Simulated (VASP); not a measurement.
Cu: single point with LDA

The system is Cu.

```xyz
4
Lattice="2.5350 0.0000 0.0000 -1.2675 2.1954 0.0000 0.0000 0.0000 8.2756" Properties=species:S:1:pos:R:3 pbc="T T T"
Cu    1.2505    2.1923    8.2739
Cu   -0.0113    1.4422    2.0739
Cu    0.0131    0.0134    4.1465
Cu    1.2775    0.7397    6.2229
```

```yaml
Program: VASP 6.6.1
Task: single point
Functional: LDA
Potentials_or_basis: VASP PAW LDA potentials, release 64 (Cu)
Cutoff: 600 eV
k_mesh: 7 × 7 × 2
Occupations: fermi-dirac, width 0.1 eV
Spin: no spin polarisation
Dipole_correction: no
Further_INCAR_settings: ALGO = Normal; EDIFF = 1e-06; NBANDS = 30
```

The pressure is -8.4 GPa and the largest force is 0.093 eV/Å. The band gap on the k mesh is zero (band 22 reaches 10.10 eV, above the bottom of band 23 at 5.80 eV).

Forces on the atoms (eV/Å):
```
Cu   0.023 -0.007  0.089
Cu   0.010  0.037 -0.004
Cu  -0.017 -0.029  0.007
Cu  -0.016  0.000 -0.092
```

Stress tensor (GPa, compression positive):
```
-8.68 -0.18  0.02
-0.18 -8.22  0.00
 0.02  0.00 -8.31
```

Levels at points of the mesh, in eV from the Fermi level:
```
           k point  band 19  band 20  band 21  band 22  band 23  band 24  band 25  band 26
(0.00, 0.00, 0.00)    -2.17    -1.99    -1.98    -1.71    -1.68    -1.01     3.89    12.65
(0.00, 0.00, 0.50)    -2.29    -2.26    -1.84    -1.83    -1.81    -1.80     7.03     7.10
```

Run time: 44 s on 1 thread of Intel(R) Xeon(R) Platinum 8488C (Sapphire Rapids) (shared host), peak memory 0.18 GiB.

Caveat: the k points lie up to 0.41 Å⁻¹ apart.
